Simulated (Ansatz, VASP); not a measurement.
**ScAl in VASP and in Ansatz**

The input INCAR:

```
PREC = Accurate
ENCUT = 520
EDIFF = 1E-6
ISMEAR = -1
SIGMA = 0.02
LREAL = False
LASPH = True
NELM = 60
ALGO = Fast
ISIF = 2
LWAVE = False
LCHARG = False
NBANDS = 14
```

Contents of KPOINTS:

```
regular mesh
0
Gamma
  14 14 14
```

The input POSCAR:

```
ScAl
1.0
    3.3703489700      0.0000000000      0.0000000000
    0.0000000000      3.3703489700      0.0000000000
    0.0000000000      0.0000000000      3.3703489700
Sc Al
1 1
Direct
    0.5000000000      0.5000000000      0.3516474097
    0.0000000000      0.0000000000      0.0000000000
```

Input for Ansatz:

```yaml
crystal:
  lattice:
    - [3.37034897, 0.0, 0.0]
    - [0.0, 3.37034897, 0.0]
    - [0.0, 0.0, 3.37034897]
  atoms:
    - { symbol: Sc, position: [0.5, 0.5, 0.3516474097] }
    - { symbol: Al, position: [0.0, 0.0, 0.0] }
basis:
  ecutwfc: 420
kpoints:
  mp_grid: { grid: [14, 14, 14] }
hamiltonian:
  xc: lda
scf:
  occupations: { method: fermi_dirac, width: 0.02 }
output:
  forces: true
  stress: true
  eigenvalues: true
```

Change from the starting cell: all Sc atoms moved -0.500 Å, as atom 1 along Cartesian [0 0 1].

Alike in both runs: task single point; functional LDA; k mesh 14 × 14 × 14; occupations fermi-dirac, width 0.02 eV; no spin polarisation.

```csv
,VASP,Ansatz
version,VASP 6.6.1,Ansatz 0.2.0
potentials or method,"VASP PAW LDA potentials, release 64 (Sc_sv, Al), cutoff 520 eV","scalar-relativistic, plane waves, PAW"
valence electrons in the cell,14,14
```

```tsv
	VASP	Ansatz	Ansatz less VASP
gap on the k mesh at the Fermi level (eV)	none	none	-
pressure (GPa)	1.8	1.8	-0.08
traceless stress, the component that is largest in VASP (GPa)	-3.04	-2.99	+0.046
rms of the force components (eV/Å)	1.271	1.263	-0.0083
```

LDA's correlation is that of Perdew and Zunger in VASP and of Perdew and Wang (1992) in Ansatz. Atom by atom the forces differ by 0.008 eV/Å (rms over components). A gap of «none» marks a metal or a gap that the smearing closes.
